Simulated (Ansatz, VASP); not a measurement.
# Two plane-wave programs on Al3GaN4

```
CELL_PARAMETERS angstrom
4.27490 0.24239 0.24239
0.24239 4.27490 0.24239
0.24239 0.24239 4.27490
ATOMIC_POSITIONS crystal
Al 0.50000 0.50000 0.00000
Al 0.50000 0.00000 0.50000
Al 0.00000 0.50000 0.50000
Ga 0.00000 0.00000 0.00000
N 0.74471 0.74471 0.25529
N 0.74471 0.25529 0.74471
N 0.25529 0.74471 0.74471
N 0.25529 0.25529 0.25529
```

Change from the starting cell: equal engineering shear yz, xz and xy +0.1100, equal normal strain along x, y and z -0.0300.

Alike in both runs: task single point; functional PBEsol; k mesh 6 × 6 × 6; occupations gaussian, width 0.05 eV; no spin polarisation.

|  | VASP | Ansatz |
| --- | --- | --- |
| version | VASP 6.6.1 | Ansatz 0.2.0 |
| potentials or method | VASP PAW PBE potentials, release 64 (Al, Ga_d, N), cutoff 520 eV | scalar-relativistic, plane waves, PAW |
| valence electrons in the cell | 42 | 42 |

|  | VASP | Ansatz | Ansatz less VASP |
| --- | --- | --- | --- |
| gap on the k mesh at the Fermi level (eV) | 2.42 | 2.43 | +0.015 |
| least direct gap on the mesh (eV) | 2.42 | 2.43 | +0.015 |
| pressure (GPa) | 32.7 | 32.5 | -0.19 |
| traceless stress, the component that is largest in VASP (GPa) | -27.63 | -27.36 | +0.274 |
| rms of the force components (eV/Å) | 0.958 | 0.948 | -0.0102 |

VASP's potentials were made for PBE, not for PBEsol. Atom by atom the forces differ by 0.026 eV/Å (rms over components). Both programs put the cell under a high pressure, so it lies far from rest at this level.
